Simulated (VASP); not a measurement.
Write the native input for VASP 6.6.1 that does the following.

| Item | Value |
| --- | --- |
| Task | single point |
| Functional | PBEsol |
| Potentials or basis | VASP PAW PBE potentials, release 64 (In_d, As) |
| Cutoff | 520 eV |
| k mesh | 18 × 18 × 18 |
| Occupations | gaussian, width 0.15 eV |
| Spin | no spin polarisation |
| Dipole correction | no |
| Further INCAR settings | ALGO = Normal; EDIFF = 1e-06; NBANDS = 16 |

The structure of InAs lies in POSCAR:

```
InAs
1.0
    0.0000000000      2.6003469188      2.8264640422
    2.6003469188      0.0000000000      2.8264640422
    2.6003469188      2.6003469188      0.0000000000
In As
1 1
Direct
    0.5000000000      0.5000000000      0.5000000000
    0.0000000000      0.0000000000      0.0000000000
```

This cell differs from its parent crystal: strain -0.080 along x and y, +0.000 along z.

The input as run:

INCAR

```
PREC     = Accurate       # precision mode
ENCUT    = 520            # plane-wave cutoff, eV
EDIFF    = 1E-6           # SCF threshold, eV
ISMEAR   = 0              # smearing method
SIGMA    = 0.15           # smearing width, eV
LREAL    = False          # projectors in reciprocal space
LASPH    = True           # aspherical terms in the spheres
NELM     = 60             # most SCF steps
ALGO     = Normal         # electronic algorithm
ISIF     = 2              # what is computed and relaxed
LWAVE    = False          # write WAVECAR
LCHARG   = False          # write CHGCAR
GGA      = PS             # functional
NBANDS   = 16             # bands
```

KPOINTS

```
Automatic mesh
0
Gamma
  18 18 18
```

Potentials or basis: VASP PAW PBE potentials, release 64 (In_d, As).

Launch:

```sh
$ cat potpaw_PBE.64/In_d/POTCAR potpaw_PBE.64/As/POTCAR > POTCAR
$ mpirun -np 1 vasp_std > vasp.out
```

Results of the run:

```yaml
Pressure: 19.7 GPa
Band_gap_on_the_k_mesh: zero (band 9 reaches 9.23 eV, above the bottom of band 10 at 5.87 eV)
```

Caveat: the cell differs from its parent crystal (strain -0.080 along x and y, +0.000 along z); the PAW data sets were made with another functional, which shifts forces and pressure a little; spin-orbit coupling is left out, which moves the levels of the heavy elements.

Wall time 3.8 min on 1 thread of Intel(R) Xeon(R) Platinum 8124M CPU @ 3.00GHz (Skylake/Cascade Lake), on a shared host, peak memory 0.41 GiB.
